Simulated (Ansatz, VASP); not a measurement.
# Pt in VASP and in Ansatz

File INCAR:

```
PREC = Accurate
ENCUT = 500
EDIFF = 1E-6
ISMEAR = -1
SIGMA = 0.1
LREAL = F
LASPH = T
NELM = 120
ALGO = Normal
ISIF = 2
LWAVE = F
LCHARG = F
GGA = PE
NBANDS = 11
GGA_COMPAT = F
```

The input KPOINTS:

```
Automatic mesh
0
Gamma
  6 6 6
```

POSCAR

```
Pt
1.0
    0.0000000000      1.9579000000      1.9579000000
    1.9579000000      0.0000000000      1.9579000000
    1.9579000000      1.9579000000      0.0000000000
Pt
1
Direct
    0.0000000000      0.0000000000      0.0000000000
```

Input for Ansatz:

```yaml
crystal:
  lattice:
    - [0.0, 1.9579, 1.9579]
    - [1.9579, 0.0, 1.9579]
    - [1.9579, 1.9579, 0.0]
  atoms:
    - { symbol: Pt, position: [0.0, 0.0, 0.0] }
hamiltonian:
  xc: pbe
  pseudopotentials: { kind: paw }
basis:
  ecutwfc: 420
kpoints:
  mp_grid: { grid: [6, 6, 6] }
scf:
  occupations: { method: fermi_dirac, width: 0.1 }
  lower_state_search: "off"
  max_iter: 80
output:
  forces: true
  stress: true
```

Alike in both runs: task single point; functional PBE; k mesh 6 × 6 × 6; occupations fermi-dirac, width 0.1 eV; no spin polarisation.

|  | VASP | Ansatz |
| --- | --- | --- |
| version | VASP 6.6.1 | Ansatz 0.2.0 |
| potentials or method | VASP PAW PBE potentials, release 64 (Pt), cutoff 500 eV | PAW, plane waves, scalar-relativistic |
| valence electrons in the cell | 10 | 18 |

VASP gave:

```
pressure (GPa) : 8.5
```

Q: Estimate Ansatz's values.

A: Pressure (GPa): 9.1.

The functional is the same, so the differences come from potentials, cutoffs and numerics. VASP's potentials hold 10 valence electrons a cell and Ansatz's 18, so a difference there can come from the potentials and not from the codes.

The k mesh is coarse, so the values compare programs but aren't converged. Neither program's run includes spin-orbit coupling.
